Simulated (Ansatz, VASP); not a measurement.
## MoRu2: VASP beside Ansatz

```
Mo Ru
1.0
     0.00000    2.94093    2.94093
     2.94093    0.00000    2.94093
     2.94093    2.94093    0.00000
Mo Ru
1 2
Direct
  0.00000 0.00000 0.00000
  0.25000 0.25000 0.25000
  0.75000 0.75000 0.75000
```

Alike in both runs: task single point; functional PBE; k mesh 14 × 14 × 14; occupations gaussian, width 0.1 eV; no spin polarisation.

|  | VASP | Ansatz |
| --- | --- | --- |
| version | VASP 6.6.1 | Ansatz 0.2.0 |
| potentials or method | VASP PAW PBE potentials, release 64 (Mo_sv, Ru_pv), cutoff 500 eV | scalar-relativistic, plane waves, PAW |
| valence electrons in the cell | 42 | 46 |

|  | VASP | Ansatz | Ansatz less VASP |
| --- | --- | --- | --- |
| gap on the k mesh at the Fermi level (eV) | none | none | - |
| pressure (GPa) | 0.3 | 0.0 | -0.26 |

A gap of «none» marks a metal or a gap that the smearing closes. VASP's potentials hold 42 valence electrons a cell and Ansatz's 46, so a difference there can come from the potentials and not from the codes.
